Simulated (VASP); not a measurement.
Set up this calculation in VASP 6.6.1, as the native input.

| Quantity | Value |
| --- | --- |
| Task | single point |
| Functional | PBEsol |
| Potentials or basis | VASP PAW PBE potentials, release 64 (Cu, I) |
| Cutoff | 520 eV |
| k mesh | 4 × 4 × 6 |
| Occupations | fermi-dirac, width 0.05 eV |
| Spin | no spin polarisation |
| Dipole correction | no |
| Further INCAR settings | ALGO = Normal; EDIFF = 1e-06; NBANDS = 26 |

The structure of CuI lies in POSCAR:

```
CuI
1.0
    3.7331675900     -3.7110863700      0.0000000000
    3.7331675900      3.7110863700      0.0000000000
    0.0000000000      0.0000000000      4.3069976700
Cu I
2 2
Direct
    0.4204388300      0.5795611700      0.7500000000
    0.5795611700      0.4204388300      0.2500000000
    0.7700426800      0.2299573200      0.7500000000
    0.2299573200      0.7700426800      0.2500000000
```

These files were run (other wordings do the same):

INCAR

```
PREC = Accurate
ENCUT = 520
EDIFF = 1E-6
ISMEAR = -1
SIGMA = 0.05
LREAL = F
LASPH = T
NELM = 80
ALGO = Normal
ISIF = 2
LWAVE = F
LCHARG = T
GGA = PS
LELF = T
LVHAR = T
NBANDS = 26
```

KPOINTS

```
regular mesh
0
Gamma
  4 4 6
```

Potentials or basis: VASP PAW PBE potentials, release 64 (Cu, I).

Launch:

```sh
$ cat potpaw_PBE.64/Cu/POTCAR potpaw_PBE.64/I/POTCAR > POTCAR
$ mpirun -np 1 vasp_std > vasp.out
```

Results of the run:

| Item | Value |
| --- | --- |
| Pressure | -1.3 GPa |
| Largest force | 0.158 eV/Å |
| Band gap on the k mesh | 0.94 eV |

Caveat: the PAW data sets were made with another functional, which shifts forces and pressure a little; spin-orbit coupling is left out, which moves the levels of the heavy elements.

Wall time 99 s on 1 thread of Intel Xeon 8259CL (shared host), peak memory 0.27 GiB.
